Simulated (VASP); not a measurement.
# N2 in VASP: single point with LDA

Aim: the single point of N2 with LDA.

All numbers are computed with VASP 6.6.1; they aren't measurements. Logs are shortened: lines on timing, memory, paths and dates and some standing lists are left out, and cuts for length are marked.

### Step 1. The cell of the first run

The cell holds a molecule in a box, 2 atoms: a = 9.000 Å, b = 9.500 Å, c = 10.000 Å, α = 90.00°, β = 90.00°, γ = 90.00°.

### Step 2. Single point, LDA

Contents of INCAR:

```
  PREC = Accurate
  ENCUT = 1000
  EDIFF = 1E-6
  ISMEAR = -1
  SIGMA = 0.02
  LREAL = F
  LASPH = T
  NELM = 120
  ALGO = Normal
  ISIF = 2
  LWAVE = F
  LCHARG = F
  NBANDS = 12
  GGA_COMPAT = F
  NELMDL = -8
```

Contents of KPOINTS:

```
regular mesh
0
Gamma
  1 1 1
```

Contents of POSCAR:

```
N
1.0
    9.0000000000      0.0000000000      0.0000000000
    0.0000000000      9.5000000000      0.0000000000
    0.0000000000      0.0000000000     10.0000000000
N
2
Direct
    0.5000000000      0.5000000000      0.4453367645
    0.5000000000      0.5000000000      0.5546632355
```

Potentials or basis: VASP PAW LDA potentials, release 64 (N_h).

Started as:

```console
cat potpaw_LDA.64/N_h/POTCAR > POTCAR
mpirun -np 1 vasp_gam > vasp.out
```

OUTCAR:

```text
PREC = Accurate
   ENCUT = 1000
   EDIFF = 1E-6
   ISMEAR = -1
   LREAL = F
   LASPH = T
   NELM = 120
   ISIF = 2
   NELMDL = -8

 ion  position               nearest neighbor table
   1  0.500  0.500  0.445-   2 1.09
   2  0.500  0.500  0.555-   1 1.09

  LATTYP: Found a simple orthorhombic cell.
 ALAT       =     9.0000000000
 B/A-ratio  =     1.0555555556
 C/A-ratio  =     1.1111111111

  Lattice vectors:

 A1 = (   9.0000000000,   0.0000000000,   0.0000000000)
 A2 = (   0.0000000000,   9.5000000000,   0.0000000000)
 A3 = (   0.0000000000,   0.0000000000,  10.0000000000)

Analysis of symmetry for initial positions (statically):
=====================================================================
 Subroutine PRICEL returns:
 Original cell was already a primitive cell.

 Routine SETGRP: Setting up the symmetry group for a
 simple orthorhombic supercell.

 Subroutine GETGRP returns: Found  8 space group operations
 (whereof  8 operations were pure point group operations)
 out of a pool of  8 trial point group operations.

The static configuration has the point symmetry D_2h.

Analysis of symmetry for dynamics (positions and initial velocities):
=====================================================================
 Subroutine PRICEL returns:
 Original cell was already a primitive cell.

 Routine SETGRP: Setting up the symmetry group for a
 simple orthorhombic supercell.

 Subroutine GETGRP returns: Found  8 space group operations
 (whereof  8 operations were pure point group operations)
 out of a pool of  8 trial point group operations.

The dynamic configuration has the point symmetry D_2h.

 Subroutine INISYM returns: Found  8 space group operations
 (whereof  8 operations are pure point group operations),
 and found     1 'primitive' translations

----------------------------------------------------------------------------------------

                                     Primitive cell

  volume of cell :     855.0000

  direct lattice vectors                    reciprocal lattice vectors
     9.000000000  0.000000000  0.000000000     0.111111111  0.000000000  0.000000000
     0.000000000  9.500000000  0.000000000     0.000000000  0.105263158  0.000000000
     0.000000000  0.000000000 10.000000000     0.000000000  0.000000000  0.100000000

  length of vectors
     9.000000000  9.500000000 10.000000000     0.111111111  0.105263158  0.100000000

  position of ions in fractional coordinates (direct lattice)
     0.500000000  0.500000000  0.445336764
[... 53 lines left out ...]
   NELM   =    120;   NELMIN=  2; NELMDL= -8     # of ELM steps
   EDIFF  = 0.1E-05   stopping-criterion for ELM
   LREAL  =      F    real-space projection
   EDIFFG = 0.1E-04   stopping-criterion for IOM
   NSW    =      0    number of steps for IOM
   IBRION =     -1    ionic relax: 0-MD 1-quasi-New 2-CG
   NFREE  =      0    steps in history (QN), initial steepest desc. (CG)
   ISIF   =      2    stress and relaxation
   ISYM   =      2    0-nonsym 1-usesym 2-fastsym
   POTIM  = 0.5000    time-step for ionic-motion
   TEBEG  =    0.0;   TEEND  =   0.0 temperature during run
   PSTRESS=    0.0 pullay stress
   NELECT =      10.0000    total number of electrons
   NUPDOWN=      -1.0000    fix difference up-down
   EMIN   =  10.00;   EMAX   =-10.00  energy-range for DOS
   EFERMI =   0.00;   METHOD = LEGACY
   ISMEAR =    -1;   SIGMA  =   0.02  broadening in eV -4-tet -1-fermi 0-gaus
   EFERMI_NEDOS =   21; number of points for ismear=-14 and -15
   IALGO  =     38    algorithm
   IMIX   =      4    mixing-type and parameters
     AMIX     =   0.40;   BMIX     =  1.00
     AMIX_MAG =   1.60;   BMIX_MAG =  1.00
  volume/ion in A,a.u.               =     427.50      2884.91
  Fermi-wavevector in a.u.,A,eV,Ry     =   0.371609  0.702239  1.878872  0.138093
  Thomas-Fermi vector in A             =   1.299861
   LORBIT       =      0    0 simple, 1 ext, 2 COOP (PROOUT), +10 PAW based schemes
   GGA     = CA    functional components
   LHFCALC =     F    Hartree Fock is set to
   AEXX    =    0.0000 exact exchange contribution
   IVDW    =     0    specifies the selected vdW correction
   LEPSILON=     F    determine dielectric tensor
   LRPA    =     F    only Hartree local field effects (RPA)
 non-spin polarized calculation
  energy-cutoff  :     1000.00
  volume of cell :      855.00
 maximum number of plane-waves:     30729
 NGX is ok and might be reduce to    96
   NGX = 47   NGY = 49   NGZ = 51

 number of electron      10.0000000 magnetization

 Free energy of the ion-electron system (eV)
  ---------------------------------------------------
  ext. energy  EPLUGINS =         0.00000000
  ---------------------------------------------------
  free energy    TOTEN  =       -17.63039546 eV

  energy without entropy =      -17.63039546  energy(sigma->0) =      -17.63039546

 E-fermi :  -9.6726     XC(G=0):  -0.6623

 val. band max:      -10.2033147635   @ k =   0.0000   0.0000   0.0000
 cond. band min:      -1.9498932897   @ k =   0.0000   0.0000   0.0000
 fundamental gap:      8.2534214738
 Fermi energy:        -9.6726459810

 k-point     1 :       0.0000    0.0000    0.0000
  band No.  band energies     occupation
      1     -28.1361      2.00000
      2     -13.2030      2.00000
      3     -11.7252      2.00000
      4     -11.7252      2.00000
      5     -10.2033      2.00000
      6      -1.9499      0.00000
      7      -1.9495      0.00000
      8      -0.1284      0.00000
      9       1.2734      0.00000
     10       1.3376      0.00000
     11       1.3412      0.00000
     12       1.5902      0.00000

------------------------ aborting loop because EDIFF is reached ----------------------------------------

  FORCE on cell =-STRESS in cart. coord.  units (eV):
  Direction    XX          YY          ZZ          XY          YZ          ZX
  --------------------------------------------------------------------------------------
  -------------------------------------------------------------------------------------
  Total       -0.0116424     -0.0116964      0.3244652      0.0000000      0.0000000      0.0000000
  in kB       -0.0218166     -0.0219178      0.6080126      0.0000000      0.0000000      0.0000000
  external PRESSURE =       0.1880927 kB  Pullay stress =       0.0000000 kB

 VOLUME and BASIS-vectors are now :
 -----------------------------------------------------------------------------
  energy-cutoff  :     1000.00
  volume of cell :      855.00
      direct lattice vectors                 reciprocal lattice vectors
     9.000000000  0.000000000  0.000000000     0.111111111  0.000000000  0.000000000
     0.000000000  9.500000000  0.000000000     0.000000000  0.105263158  0.000000000
     0.000000000  0.000000000 10.000000000     0.000000000  0.000000000  0.100000000

 POSITION                                       TOTAL-FORCE (eV/Angst)
 -----------------------------------------------------------------------------------
      4.50000      4.75000      4.45337         0.000000      0.000000     -0.307547
      4.50000      4.75000      5.54663         0.000000      0.000000      0.307547
 -----------------------------------------------------------------------------------
    total drift:                                0.000000     -0.000000      0.000000

  FREE ENERGIE OF THE ION-ELECTRON SYSTEM (eV)
  ---------------------------------------------------
  free  energy   TOTEN  =       -17.6303954578 eV

  energy  without entropy=      -17.6303954578  energy(sigma->0) =      -17.63039546
```

OSZICAR:

```text
N       E                     dE             d eps       ncg     rms          rms(c)
DAV:   1     0.997609773239E+02    0.99761E+02   -0.32369E+03    32   0.764E+02
DAV:   2     0.180164178567E+02   -0.81745E+02   -0.80625E+02    44   0.998E+01
DAV:   3    -0.154340720715E+02   -0.33450E+02   -0.33355E+02    36   0.914E+01
[... 13 lines left out ...]
DAV:  17    -0.176303499086E+02   -0.17433E-03   -0.13218E-05    24   0.180E-02    0.196E-03
DAV:  18    -0.176303850361E+02   -0.35128E-04   -0.15197E-06    28   0.682E-03    0.702E-04
DAV:  19    -0.176303932556E+02   -0.82196E-05   -0.23919E-07    32   0.241E-03    0.484E-04
DAV:  20    -0.176303950745E+02   -0.18188E-05   -0.17820E-07    28   0.192E-03    0.142E-04
DAV:  21    -0.176303954578E+02   -0.38331E-06   -0.18576E-08    24   0.794E-04
   1 F= -.17630395E+02 E0= -.17630395E+02  d E =-.330064E-11
```

It took 42 s on 1 thread of Intel Xeon 6975P-C (Granite Rapids), shared host; peak memory 0.96 GiB.

What came out:

```
Free energy                     : -17.6304 eV
Largest force                   : 0.308 eV/Å
Gap between the frontier levels : 8.25 eV
```

Forces on the atoms (eV/Å):
```
N    0.000  0.000 -0.308
N    0.000  0.000  0.308
```
